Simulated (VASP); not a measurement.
A run of VASP 6.6.1 is set up as follows.

The input INCAR:

```
SYSTEM = SiO2
  PREC = Accurate
  ENCUT = 520
  EDIFF = 1E-6
  ISMEAR = 0
  SIGMA = 0.05
  LREAL = .False.
  LASPH = .True.
  NELM = 80
  ALGO = Normal
  ISIF = 2
  LWAVE = .False.
  LCHARG = .True.
  GGA = PE
  LELF = .True.
  LVHAR = .True.
  NBANDS = 25
```

File KPOINTS:

```
regular mesh
0
Gamma
  6 6 8
  0 0 0
```

Contents of POSCAR:

```
SiO2
1.0
    4.2358788266      0.0000000000      0.0000000000
    0.0000000000      4.0380632854      0.0000000000
    0.0000000000      0.0000000000      2.6897743046
Si O
2 4
Direct
    0.5000000000      0.5000000000      0.5000000000
    0.0000000000      0.0000000000      0.0000000000
    0.6930127927      0.6930127927      0.0000000000
    0.1930127927      0.8069872073      0.5000000000
    0.3069872073      0.3069872073      0.0000000000
    0.8069872073      0.1930127927      0.5000000000
```

Potentials or basis: VASP PAW PBE potentials, release 64 (Si, O).

Run with:

```bash
$ cat potpaw_PBE.64/Si/POTCAR potpaw_PBE.64/O/POTCAR > POTCAR
$ mpirun -np 1 vasp_std > vasp.out
```

(1) Predict the largest force.

(2) Predict the band gap on the k mesh.

(3) Estimate the pressure.

## Answers

(1) 0.487 eV/Å.

(2) 5.75 eV.

(3) 15.0 GPa.

Caveat: the stress differs along the axes, from 9 to 25 GPa.
